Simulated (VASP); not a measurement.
Runs of VASP 6.6.1 on AlOs. The structure is cubic, space group Pm-3m (No. 221). The conventional cell has a = 2.998 Å, b = 2.998 Å, c = 2.998 Å, α = 90.00°, β = 90.00°, γ = 90.00°. Al (site symmetry m-3m) has 8 Os at 2.60 Å and 6 Al at 3.00 Å within 3.4 Å. Within 3.4 Å of Os (site symmetry m-3m) lie 8 Al at 2.60 Å and 6 Os at 3.00 Å. 

| k mesh | gap on the mesh (eV) | pressure (GPa) |
| --- | --- | --- |
| 9 × 9 × 9 | none | -5.6 |
| 6 × 6 × 6 | none | -5.6 |
| 7 × 7 × 7 | none | -5.4 |
| 5 × 5 × 5 | none | (a) |
| 3 × 3 × 3 | none | -3.0 |

Alike in all rows: task single point; level LDA; potentials or basis VASP PAW LDA potentials, release 64 (Al, Os); no spin polarisation; cell as given; cutoff (eV) 600; smearing fermi-dirac 0.1 eV.

**Question.** Fill in the values left out.

**Answer.** (a) -3.9.

Caveats: some runs use coarse meshes; spin-orbit coupling is left out, which moves the levels of the heavy elements; the cell stands under tension (at least some runs).

A k mesh can miss the band edges, and the runs leave out spin-orbit coupling on Os.

A gap of «none» marks levels without a gap at the run's occupations.
